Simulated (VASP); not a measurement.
Input of a VASP 6.6.1 run:

Contents of INCAR:

```
PREC     = Accurate       # precision mode
ENCUT    = 520            # plane-wave cutoff, eV
EDIFF    = 1E-7           # SCF threshold, eV
ISMEAR   = 0              # smearing method
SIGMA    = 0.1            # smearing width, eV
LREAL    = F              # projectors in reciprocal space
LASPH    = T              # aspherical terms in the spheres
NELM     = 60             # most SCF steps
ALGO     = Normal         # electronic algorithm
ISIF     = 2              # what is computed and relaxed
LWAVE    = F              # write WAVECAR
LCHARG   = F              # write CHGCAR
NBANDS   = 43             # bands
```

The input KPOINTS:

```
Automatic mesh
0
Gamma
  15 15 4
```

The input POSCAR:

```
AlV2C
1.0
    2.8582644078      0.0000000000      0.0000000000
   -1.4291322039      2.4753295879      0.0000000000
    0.0000000000      0.0000000000     12.9006426793
Al V C
2 4 2
Direct
    0.3333333333      0.6666666667      0.2500000000
    0.6666666667      0.3333333333      0.7500000000
    0.3333333333      0.6666666667      0.5852606007
    0.6666666667      0.3333333333      0.4147393993
    0.6666666667      0.3333333333      0.0852606007
    0.3333333333      0.6666666667      0.9147393993
    0.0000000000      0.0000000000      0.0000000000
    0.0000000000      0.0000000000      0.5000000000
```

Potentials or basis: VASP PAW LDA potentials, release 64 (Al, V_sv, C).

Command:

```console
$ cat potpaw_LDA.64/Al/POTCAR potpaw_LDA.64/V_sv/POTCAR potpaw_LDA.64/C/POTCAR > POTCAR
$ mpirun -np 1 vasp_std > vasp.out
```

Task: What does it give for the largest force?

Result: 0.070 eV/Å.

Task: Estimate the pressure.

Result: 0.7 GPa.

Forces on the atoms (eV/Å):
```
Al   0.000  0.000  0.000
Al   0.000  0.000  0.000
V    0.000  0.000  0.070
V    0.000  0.000 -0.070
V    0.000  0.000  0.070
V    0.000  0.000 -0.070
C    0.000  0.000  0.000
C    0.000  0.000  0.000
```
